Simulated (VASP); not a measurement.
# In5GaP6: relaxation of cell and atoms with PBE

Crystal: In5GaP6.

```
CELL_PARAMETERS angstrom
3.97409 0.00000 0.00000
-1.98705 3.44167 0.00000
0.00000 0.00000 19.46901
ATOMIC_POSITIONS crystal
In 0.66667 0.33333 0.66667
In 0.33333 0.66667 0.33333
In 0.66667 0.33333 0.16667
In 0.00000 0.00000 0.00000
In 0.33333 0.66667 0.83333
Ga 0.00000 0.00000 0.50000
P 0.33333 0.66667 0.58333
P 0.66667 0.33333 0.41667
P 0.00000 0.00000 0.25000
P 0.33333 0.66667 0.08333
P 0.66667 0.33333 0.91667
P 0.00000 0.00000 0.75000
```

```json
{
 "Program": "VASP 6.6.1",
 "Task": "relaxation of cell and atoms",
 "Functional": "PBE",
 "Potentials or basis": "VASP PAW PBE potentials, release 64 (In_d, Ga_d, P)",
 "Cutoff": "600 eV",
 "k mesh": "6 × 6 × 1",
 "Occupations": "gaussian, width 0.1 eV",
 "Spin": "no spin polarisation",
 "Dipole correction": "no",
 "Further INCAR settings": "ALGO = Normal; EDIFF = 1e-07; IBRION = 2; EDIFFG = -0.04; NSW = 90; ISIF = 3"
}
```

```
Relaxed volume                        : 20.53 Å³/atom
Relaxed cell                          : a = 3.850 Å, b = 3.850 Å, c = 19.194 Å, α = 90.00°, β = 90.00°, γ = 120.00°
Space group after relaxing (to 0.1 Å) : P-3m1 (No. 164)
Energy gained by relaxing             : 37.3 meV/atom
Ionic steps                           : 14
Pressure after relaxing               : 0.1 GPa
Largest force after relaxing          : 0.031 eV/Å
Band gap on the k mesh                : zero (bands 54 and 55 overlap by 0.67 eV)
```

Forces in eV/Å, atoms in the order of the input:
```
In   0.000  0.000  0.024
In   0.000  0.000 -0.024
In   0.000  0.000  0.030
In   0.000  0.000  0.000
In   0.000  0.000 -0.030
Ga   0.000  0.000  0.000
P    0.000  0.000 -0.007
P    0.000  0.000  0.007
P    0.000  0.000 -0.014
P    0.000  0.000  0.031
P    0.000  0.000 -0.031
P    0.000  0.000  0.014
```

Step by step:
```tsv
step	energy change (eV)	largest force (eV/Å)	pressure (GPa)	volume (Å³)
1	0.0000	0.4818	-4.33	266.29
2	-0.2910	0.6475	1.35	243.82
3	-0.3018	0.6241	0.33	247.03
4	-0.3427	0.5030	0.28	246.83
5	-0.4050	0.1515	0.26	246.20
6	-0.4060	0.1613	0.30	246.10
7	-0.4201	0.1352	-0.47	248.25
8	-0.4209	0.1302	-0.53	248.70
9	-0.4315	0.1035	-0.08	247.14
10	-0.4334	0.0854	0.24	246.11
11	-0.4392	0.0720	0.13	246.40
12	-0.4441	0.0571	-0.14	247.21
13	-0.4444	0.0567	-0.09	247.05
14	-0.4474	0.0314	0.10	246.38
```

Final structure:
```
In Ga P
1.0
     3.84993    0.00000    0.00000
    -1.92497    3.33414    0.00000
     0.00000    0.00000   19.19424
In Ga P
5 1 6
Direct
  0.66667 0.33333 0.65972
  0.33333 0.66667 0.34028
  0.66667 0.33333 0.16957
  0.00000 0.00000 0.00000
  0.33333 0.66667 0.83043
  0.00000 0.00000 0.50000
  0.33333 0.66667 0.57309
  0.66667 0.33333 0.42691
  0.00000 0.00000 0.25503
  0.33333 0.66667 0.08466
  0.66667 0.33333 0.91534
  0.00000 0.00000 0.74497
```

Levels at points of the mesh, in eV from the Fermi level:
```csv
k point,band 52,band 53,band 54,band 55,band 56,band 57
"(0.00, 0.00, 0.00)",0.03,0.18,0.18,0.55,2.20,2.54
"(0.50, 0.00, 0.00)",-0.89,-0.77,-0.63,-0.39,0.07,0.10
```

It took 28 min on 1 thread of Intel(R) Xeon(R) 6975P-C (Granite Rapids), with other jobs on the host, peak memory 0.53 GiB.

Caveat: semilocal functionals underestimate gaps, so a narrow gap can read as zero; spin-orbit coupling is left out, which moves the levels of the heavy elements.
